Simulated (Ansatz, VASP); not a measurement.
Two plane-wave programs on SnRu2

The input INCAR:

```
SYSTEM = SnRu2
ALGO = Fast
EDIFF = 1E-6
EDIFFG = -0.01
ENCUT = 600
GGA = PE
IBRION = 2
ISIF = 3
ISMEAR = 0
LASPH = .TRUE.
LCHARG = .FALSE.
LREAL = .FALSE.
LWAVE = .FALSE.
NELM = 100
NSW = 100
PREC = Accurate
SIGMA = 0.1
```

Contents of KPOINTS:

```
k-points
0
G
  10 10 10
  0 0 0
```

File POSCAR:

```
SnRu2
1.0
    0.0000000000      3.7350318485      3.7350318485
    3.7350318485      0.0000000000      3.7350318485
    3.7350318485      3.7350318485      0.0000000000
Sn Ru
2 4
Direct
    0.0000000000      0.0000000000      0.0000000000
    0.2500000000      0.2500000000      0.2500000000
    0.6250000000      0.6250000000      0.6250000000
    0.1250000000      0.6250000000      0.6250000000
    0.6250000000      0.6250000000      0.1250000000
    0.6250000000      0.1250000000      0.6250000000
```

Input for Ansatz:

```yaml
crystal:
  lattice:
    - [0.0, 3.7350318485, 3.7350318485]
    - [3.7350318485, 0.0, 3.7350318485]
    - [3.7350318485, 3.7350318485, 0.0]
  atoms:
    - { symbol: Sn, position: [0.0, 0.0, 0.0] }
    - { symbol: Sn, position: [0.25, 0.25, 0.25] }
    - { symbol: Ru, position: [0.625, 0.625, 0.625] }
    - { symbol: Ru, position: [0.125, 0.625, 0.625] }
    - { symbol: Ru, position: [0.625, 0.625, 0.125] }
    - { symbol: Ru, position: [0.625, 0.125, 0.625] }
basis:
  ecutwfc: 420
kpoints:
  mp_grid: { grid: [10, 10, 10] }
hamiltonian:
  xc: pbe
scf:
  occupations: { method: gaussian, width: 0.1 }
output:
  forces: true
  stress: true
  eigenvalues: true
relax:
  adjacent_minimum: "off"
  f_tol: 0.01
  max_steps: 80
  cell: { stress_tol: 0.05 }
```

Alike in both runs: task relaxation of cell and atoms; functional PBE; k mesh 10 × 10 × 10; occupations gaussian, width 0.1 eV; no spin polarisation.

|  | VASP | Ansatz |
| --- | --- | --- |
| version | VASP 6.6.1 | Ansatz 0.2.0 |
| potentials or method | VASP PAW PBE potentials, release 64 (Sn_d, Ru_pv), cutoff 600 eV | scalar-relativistic, plane waves, PAW |
| valence electrons in the cell | 84 | 92 |

|  | VASP | Ansatz | Ansatz less VASP |
| --- | --- | --- | --- |
| gap on the k mesh at the Fermi level, each at its own relaxed structure (eV) | none | none | - |
| relaxed volume (Å³/atom) | 17.02 | 17.02 | -0.002 |
| relaxed cell length with the largest relative difference (Å) | 5.246 | 5.246 | -0.0002 |

A gap of «none» marks a metal or a gap that the smearing closes. VASP's potentials hold 84 valence electrons a cell and Ansatz's 92, so a difference there can come from the potentials and not from the codes.
